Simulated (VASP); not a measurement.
# LiF (F-43m) in VASP: notebook, part 2 of 2

VASP 6.6.1.

**3. Vibrations by perturbation theory, PBE**

INCAR reads:

```
SYSTEM = LiF
ALGO = Normal
EDIFF = 1E-8
ENCUT = 520
GGA = PE
IBRION = 8
ISIF = 2
ISMEAR = 0
LASPH = .TRUE.
LCHARG = .TRUE.
LEPSILON = .TRUE.
LREAL = .FALSE.
LWAVE = .FALSE.
NBANDS = 12
NELM = 100
NSW = 1
PREC = Accurate
SIGMA = 0.01
```

KPOINTS reads:

```
k-points
0
G
  12 12 12
  0 0 0
```

POSCAR reads:

```
LiF
1.0
    0.0000000000      2.1820947188      2.1820947188
    2.1820947188      0.0000000000      2.1820947188
    2.1820947188      2.1820947188      0.0000000000
Li F
1 1
Direct
    0.7500000000      0.7500000000      0.7500000000
    0.0000000000      0.0000000000      0.0000000000
```

Potentials or basis: VASP PAW PBE potentials, release 64 (Li_sv, F).

Launch:

```console
$ cat potpaw_PBE.64/Li_sv/POTCAR potpaw_PBE.64/F/POTCAR > POTCAR
$ mpirun -np 1 vasp_std > vasp.out
```

OUTCAR:

```text
SYSTEM = LiF
   EDIFF = 1E-8
   ENCUT = 520
   GGA = PE
   IBRION = 8
   ISIF = 2
   ISMEAR = 0
   LASPH = .TRUE.
   LEPSILON = .TRUE.
   LREAL = .FALSE.
   NELM = 100
   NSW = 1
   PREC = Accurate

 ion  position               nearest neighbor table
   1  0.750  0.750  0.750-   2 1.89   2 1.89   2 1.89   2 1.89
   2  0.000  0.000  0.000-   1 1.89   1 1.89   1 1.89   1 1.89

  LATTYP: Found a face centered cubic cell.
 ALAT       =     4.3641894376

  Lattice vectors:

 A1 = (   0.0000000000,   2.1820947188,   2.1820947188)
 A2 = (   2.1820947188,   0.0000000000,   2.1820947188)
 A3 = (   2.1820947188,   2.1820947188,   0.0000000000)

Analysis of symmetry for initial positions (statically):
=====================================================================
 Subroutine PRICEL returns:
 Original cell was already a primitive cell.

 Routine SETGRP: Setting up the symmetry group for a
 face centered cubic supercell.

 Subroutine GETGRP returns: Found 24 space group operations
 (whereof 24 operations were pure point group operations)
 out of a pool of 48 trial point group operations.

The static configuration has the point symmetry T_d .

Analysis of symmetry for dynamics (positions and initial velocities):
=====================================================================
 Subroutine PRICEL returns:
 Original cell was already a primitive cell.

 Routine SETGRP: Setting up the symmetry group for a
 face centered cubic supercell.
[... 620 lines left out ...]

 PIEZOELECTRIC TENSOR (including local field effects)  for field in x, y, z        (C/m^2)
          XX          YY          ZZ          XY          YZ          ZX
  --------------------------------------------------------------------------------
  x     0.00000     0.00000     0.00000     0.00000    -0.14372     0.00000
  y    -0.00000     0.00000    -0.00000     0.00000     0.00000    -0.14372
  z     0.00000     0.00000     0.00000    -0.14372     0.00000     0.00000

 BORN EFFECTIVE CHARGES (including local field effects) (in |e|, cummulative output)
 ---------------------------------------------------------------------------------
 ion    1
    1     0.98611     0.00000     0.00000
    2     0.00000     0.98611     0.00000
    3     0.00000     0.00000     0.98611
 ion    2
    1    -0.98611     0.00000     0.00000
    2     0.00000    -0.98611     0.00000
    3     0.00000     0.00000    -0.98611

 INTERNAL STRAIN TENSOR FOR ION    2 for displacements in x,y,z  (eV/Angst):
          X           Y           Z          XY          YZ          ZX
  --------------------------------------------------------------------------------
  x     0.00000     0.00000    -0.00000     0.00000    -2.45368     0.00000
  y     0.00000    -0.00000    -0.00000     0.00000     0.00000    -2.45368
  z    -0.00000    -0.00000     0.00000    -2.45368     0.00000     0.00000

 SECOND DERIVATIVES (NOT SYMMETRIZED)
 ------------------------------------
               1X          1Y          1Z          2X          2Y          2Z
  1X    -3.269340    0.000000    0.000000    3.269340    0.000000    0.000000
  1Y     0.000000   -3.269340    0.000000    0.000000    3.269340    0.000000
  1Z     0.000000    0.000000   -3.269340    0.000000    0.000000    3.269340
  2X     3.238157    0.000000    0.000000   -3.238157    0.000000    0.000000
  2Y     0.000000    3.238157    0.000000    0.000000   -3.238157    0.000000
  2Z     0.000000    0.000000    3.238157    0.000000    0.000000   -3.238157

 Eigenvectors and eigenvalues of the dynamical matrix
 ----------------------------------------------------

   1 f  =   12.475653 THz    78.386841 2PiTHz  416.142998 cm-1    51.595133 meV
             X         Y         Z           dx          dy          dz
      3.273142  3.273142  3.273142    -0.855773    0.000000    0.000000
      0.000000  0.000000  0.000000     0.517351    0.000000    0.000000
[... 21 lines left out ...]
   6 f/i=    0.026467 THz     0.166299 2PiTHz    0.882857 cm-1     0.109460 meV
             X         Y         Z           dx          dy          dz
      3.273142  3.273142  3.273142     0.000000    0.000000   -0.517351
      0.000000  0.000000  0.000000     0.000000    0.000000   -0.855773

--------------------------------------------------------------------------------------------------------

 MACROSCOPIC STATIC DIELECTRIC TENSOR IONIC CONTRIBUTION
 ------------------------------------------------------
           2.602424     0.000000     0.000000
           0.000000     2.602424     0.000000
           0.000000     0.000000     2.602424
 ------------------------------------------------------

 ELASTIC MODULI CONTR FROM IONIC RELAXATION (kBar)
 Direction    XX          YY          ZZ          XY          YZ          ZX
 --------------------------------------------------------------------------------
 XX          -0.0000      0.0000     -0.0000      0.0000     -0.0000      0.0000
 YY           0.0000     -0.0000      0.0000     -0.0000      0.0000     -0.0000
 ZZ          -0.0000      0.0000     -0.0000     -0.0000     -0.0000     -0.0000
 XY           0.0000     -0.0000     -0.0000   -153.4396      0.0000      0.0000
 YZ          -0.0000      0.0000     -0.0000      0.0000   -153.4396      0.0000
 ZX           0.0000     -0.0000     -0.0000      0.0000      0.0000   -153.4396
 --------------------------------------------------------------------------------

 PIEZOELECTRIC TENSOR IONIC CONTR  for field in x, y, z        (C/m^2)
          XX          YY          ZZ          XY          YZ          ZX
  --------------------------------------------------------------------------------
  x     0.00000    -0.00000     0.00000     0.00000     0.59461     0.00000
  y    -0.00000     0.00000     0.00000     0.00000     0.00000     0.59461
  z    -0.00000     0.00000     0.00000     0.59461     0.00000     0.00000
```

OSZICAR:

```text
N       E                     dE             d eps       ncg     rms          rms(c)
DAV:   1     0.314572789533E+02    0.31457E+02   -0.51166E+03  1744   0.843E+02
DAV:   2    -0.781497126164E+01   -0.39272E+02   -0.38455E+02  2068   0.190E+02
[... 232 lines left out ...]
RMM:  10    -0.527033772451E+00   -0.10295E-06   -0.63575E-09 16282   0.516E-04    0.600E-06
RMM:  11    -0.527033887315E+00   -0.11486E-06    0.19906E-08 16615   0.223E-04    0.399E-06
RMM:  12    -0.527033845233E+00    0.42082E-07   -0.12399E-08 16417   0.104E-04    0.143E-06
RMM:  13    -0.527033835031E+00    0.10202E-07   -0.70346E-08 16665   0.490E-05    0.727E-07
RMM:  14    -0.527033814956E+00    0.20075E-07   -0.18801E-08 16510   0.251E-05    0.209E-07
RMM:  15    -0.527033816628E+00   -0.16714E-08   -0.36998E-08 16536   0.143E-05    0.441E-08
 Linear response finished
```

stdout:

```text
POSCAR found type information on POSCAR LiF
 POSCAR found :  2 types and       2 ions
 scaLAPACK will be used
 LDA part: xc-table for (Slater+PW92), standard interpolation
 POSCAR, INCAR and KPOINTS ok, starting setup
 FFT: planning ... GRIDC
 FFT: planning ... GRID_SOFT
 FFT: planning ... GRID
 WAVECAR not read
 entering main loop
[... 23 lines left out ...]
  Direction:   3
 dielectric tensor                  component  3 :     0.031     0.057     1.869
 Linear response DOF=           2
 Linear response progress:
 first order change of Fermi-energy   0.21109E+00
 force on displaced ion       1 direction 1 :  -3.269   0.000   0.000
 Born effective charge ion    1 direction 1 :   0.986   0.000   0.000
 Linear response progress:
 first order change of Fermi-energy  -0.21063E+00
 force on displaced ion       2 direction 1 :  -3.238   0.000   0.000
 Born effective charge ion    2 direction 1 :  -0.986   0.000   0.000
 Born effective charges drift removed
 Linear response finished
```

Wall time 19 min (1 thread of AMD EPYC 7R13, shared host); peak memory 0.24 GiB.

Results:

| Property | Result |
| --- | --- |
| Electronic dielectric tensor (diagonal) | 1.87 |
| Born charges (mean of the diagonal) | Li +0.99; F -0.99 e |
| Highest phonon frequency at Γ, LO-TO splitting left out | 416 cm⁻¹ |

Phonon frequencies in cm⁻¹ (negative: imaginary):
```csv
q point,frequencies
"(0.000, 0.000, 0.000)",-1 -1 -1 416 416 416
```

Electronic dielectric tensor:
```
1.87 0.00 0.00
0.00 1.87 0.00
0.00 0.00 1.87
```

Born effective charge tensors (e):
atom 1, Li
```
0.99 0.00 0.00
0.00 0.99 0.00
0.00 0.00 0.99
```
atom 2, F
```
-0.99  0.00  0.00
 0.00 -0.99  0.00
 0.00  0.00 -0.99
```

Caveat: the cutoff is under 1.25 times the usual one of these potentials, so pressure, stress and relaxed cells hold a basis-set (Pulay) error.

**4. Elastic constants, PBE**

INCAR reads:

```
  PREC = Accurate
  ENCUT = 600
  EDIFF = 1E-8
  ISMEAR = 0
  SIGMA = 0.01
  LREAL = False
  LASPH = True
  NELM = 80
  ALGO = Normal
  ISIF = 3
  LWAVE = False
  LCHARG = True
  GGA = PE
  IBRION = 6
  NFREE = 2
  POTIM = 0.015
  NSW = 1
```

KPOINTS reads:

```
Automatic mesh
0
Gamma
  12 12 12
```

POSCAR is that of step 3.

Launch:

```console
$ cat potpaw_PBE.64/Li_sv/POTCAR potpaw_PBE.64/F/POTCAR > POTCAR
$ mpirun -np 1 vasp_std > vasp.out
```

Wall time 21 min (1 thread of AMD EPYC 7R13, shared host); peak memory 0.29 GiB.

The run converged. Its results:

| Property | Result |
| --- | --- |
| Elastic constants C11, C12, C44 | 62, 44, 34 GPa |
| Voigt bulk modulus | 50 GPa |
| Highest phonon frequency at Γ, LO-TO splitting left out | 415 cm⁻¹ |

Phonon frequencies in cm⁻¹ (negative: imaginary):
```
              q point        frequencies
(0.000, 0.000, 0.000)  0 0 0 415 415 415
```

Elastic tensor in Voigt notation (GPa, in the Cartesian axes of the cell as first typed):
```
62 44 44  0  0  0
44 62 44  0  0  0
44 44 62  0  0  0
 0  0  0 34  0  0
 0  0  0  0 34  0
 0  0  0  0  0 34
```

Clamped-ion elastic tensor (GPa):
```
62 44 44  0  0  0
44 62 44  0  0  0
44 44 62  0  0  0
 0  0  0 49  0  0
 0  0  0  0 49  0
 0  0  0  0  0 49
```

Caveat: the cutoff is under 1.25 times the usual one of these potentials, so pressure, stress and relaxed cells hold a basis-set (Pulay) error.
